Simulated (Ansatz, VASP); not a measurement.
**One calculation of HfB, two programs**

Contents of INCAR:

```
SYSTEM = HfB
PREC = Accurate
ENCUT = 600
EDIFF = 1E-6
ISMEAR = 0
SIGMA = 0.1
LREAL = .FALSE.
LASPH = .TRUE.
NELM = 60
ALGO = Normal
ISIF = 3
LWAVE = .FALSE.
LCHARG = .FALSE.
GGA = PE
IBRION = 2
NSW = 100
EDIFFG = -0.01
```

Contents of KPOINTS:

```
regular mesh
0
G
  20 20 20
  0 0 0
```

POSCAR

```
HfB
1.0
    0.0000000000      2.4181400889      2.4181400889
    2.4181400889      0.0000000000      2.4181400889
    2.4181400889      2.4181400889      0.0000000000
Hf B
1 1
Direct
    0.5000000000      0.5000000000      0.5000000000
    0.0000000000      0.0000000000      0.0000000000
```

Input for Ansatz:

```yaml
crystal:
  lattice:
    - [0.0, 2.4181400889, 2.4181400889]
    - [2.4181400889, 0.0, 2.4181400889]
    - [2.4181400889, 2.4181400889, 0.0]
  atoms:
    - { symbol: Hf, position: [0.5, 0.5, 0.5] }
    - { symbol: B, position: [0.0, 0.0, 0.0] }
basis:
  ecutwfc: 420
kpoints:
  mp_grid: { grid: [20, 20, 20] }
hamiltonian:
  xc: pbe
scf:
  occupations: { method: gaussian, width: 0.1 }
output:
  forces: true
  stress: true
  eigenvalues: true
  write_density: true
  write_potential: true
  elf: true
  volumetric_format: npy
relax:
  adjacent_minimum: "off"
  f_tol: 0.01
  max_steps: 80
  cell: { stress_tol: 0.05 }
```

Alike in both runs: task relaxation of cell and atoms; functional PBE; k mesh 20 × 20 × 20; occupations gaussian, width 0.1 eV; no spin polarisation.

|  | VASP | Ansatz |
| --- | --- | --- |
| version | VASP 6.6.1 | Ansatz 0.2.0 |
| potentials or method | VASP PAW PBE potentials, release 64 (Hf_pv, B), cutoff 600 eV | scalar-relativistic, plane waves, PAW |
| valence electrons in the cell | 13 | 29 |

Ansatz gave:

| Item | Value |
| --- | --- |
| gap on the k mesh at the Fermi level, each at its own relaxed structure (eV) | none |
| relaxed volume (Å³/atom) | 14.12 |
| relaxed cell length with the largest relative difference (Å) | 3.418 |

Estimate VASP's values.

gap on the k mesh at the Fermi level, each at its own relaxed structure (eV): none; relaxed volume (Å³/atom): 14.13; relaxed cell length with the largest relative difference (Å): 3.419.

A gap of «none» marks a metal or a gap that the smearing closes. VASP's potentials hold 13 valence electrons a cell and Ansatz's 29, so a difference there can come from the potentials and not from the codes.

Spin-orbit coupling is off throughout.
